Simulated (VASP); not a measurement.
Here is a VASP 6.6.1 calculation.

Contents of POSCAR:

```
MgS
1.0
    0.0000000000      2.5672891600      2.5672891600
    2.5672891600      0.0000000000      2.5672891600
    2.5672891600      2.5672891600      0.0000000000
Mg S
1 1
Direct
    0.0000000000      0.0000000000      0.0000000000
    0.5000000000      0.5000000000      0.5000000000
```

File INCAR.step1:

```
PREC = Accurate ; ENCUT = 520
ISMEAR = -1 ; SIGMA = 0.02
LREAL = F ; LASPH = T
NELM = 60 ; NBANDS = 11
GGA = PE ; ALGO = Normal
EDIFF = 1E-4 ; LWAVE = T
LCHARG = F
```

The input INCAR.step2:

```
PREC = Accurate ; ENCUT = 520
EDIFF = 1E-6 ; ISMEAR = -1
SIGMA = 0.02 ; LREAL = F
LASPH = T ; NELM = 60
ALGO = Normal ; ISIF = 2
LWAVE = F ; LCHARG = T
METAGGA = R2SCAN ; LMIXTAU = T
LELF = T ; LVHAR = T
NBANDS = 11 ; ISTART = 1
```

KPOINTS

```
regular mesh
0
Gamma
  10 10 10
```

Potentials or basis: VASP PAW PBE potentials, release 64 (Mg, S).

Launch:

```bash
$ cat potpaw_PBE.64/Mg/POTCAR potpaw_PBE.64/S/POTCAR > POTCAR
$ cp INCAR.step1 INCAR
$ mpirun -np 1 vasp_std > vasp.out
$ cp INCAR.step2 INCAR
$ mpirun -np 1 vasp_std > vasp.out
```

**Question.** Estimate the band gap on the k mesh.

**Answer.** 3.52 eV, indirect (least direct gap 4.96 eV).

**Question.** Estimate the pressure.

**Answer.** 2.9 GPa.

Caveat: the PAW data sets were made with another functional, which shifts forces and pressure a little. A k mesh can miss the band edges.
